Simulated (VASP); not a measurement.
A run of VASP 6.6.1:

File INCAR:

```
PREC = Accurate ; ENCUT = 520
EDIFF = 1E-6 ; ISMEAR = -1
SIGMA = 0.1 ; LREAL = False
LASPH = True ; NELM = 60
ALGO = Normal ; ISIF = 2
LWAVE = False ; LCHARG = False
GGA = CA ; NBANDS = 9
```

Contents of KPOINTS:

```
regular mesh
0
Gamma
  21 21 21
```

POSCAR

```
O
1.0
   -1.1398124799      1.1398124799      1.1398124799
    1.1398124799     -1.1398124799      1.1398124799
    1.1398124799      1.1398124799     -1.1398124799
O
1
Direct
    0.0000000000      0.0000000000      0.0000000000
```

Potentials or basis: VASP PAW LDA potentials, release 64 (O).

Command:

```bash
$ cat potpaw_LDA.64/O/POTCAR > POTCAR
$ mpirun -np 1 vasp_std > vasp.out
```

Hardware: 1 thread of Intel(R) Xeon(R) Platinum 8259CL CPU @ 2.50GHz (Skylake/Cascade Lake), on a shared host.

Task: Estimate the wall time of this run.

Result: Wall time 5.7 s on 1 thread of Intel(R) Xeon(R) Platinum 8259CL CPU @ 2.50GHz (Skylake/Cascade Lake), with other jobs on the host, peak memory 0.11 GiB. Counts: scf iterations 9, k points 286.
